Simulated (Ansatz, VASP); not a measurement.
## Sb2S in VASP and in Ansatz

```
Sb S
1.0
     4.89555    0.00000    0.00000
    -2.44778    4.23967    0.00000
     0.00000    0.00000    3.53065
Sb S
2 1
Direct
  0.33333 0.66667 0.50000
  0.66667 0.33333 0.50000
  0.00000 0.00000 0.00000
```

Change from the starting cell: species swapped into the DyHg2 type (P6/mmm, No. 191).

Alike in both runs: task single point; functional PBE; k mesh 6 × 6 × 6; occupations gaussian, width 0.1 eV; no spin polarisation.

|  | VASP | Ansatz |
| --- | --- | --- |
| version | VASP 6.6.1 | Ansatz 0.2.0 |
| potentials or method | VASP PAW PBE potentials, release 64 (Sb, S), cutoff 520 eV | scalar-relativistic, plane waves, PAW |
| valence electrons in the cell | 16 | 36 |

Ansatz gave:

| Property | Result |
| --- | --- |
| gap on the k mesh at the Fermi level (eV) | none |
| pressure (GPa) | 1.8 |
| traceless stress, the component that is largest in VASP (GPa) | -6.66 |

Q: Estimate VASP's values.

A: gap on the k mesh at the Fermi level (eV): none; pressure (GPa): 1.8; traceless stress, the component that is largest in VASP (GPa): -6.70.

A gap of «none» marks a metal or a gap that the smearing closes. VASP's potentials hold 16 valence electrons a cell and Ansatz's 36, so a difference there can come from the potentials and not from the codes.

Neither program's run includes spin-orbit coupling.
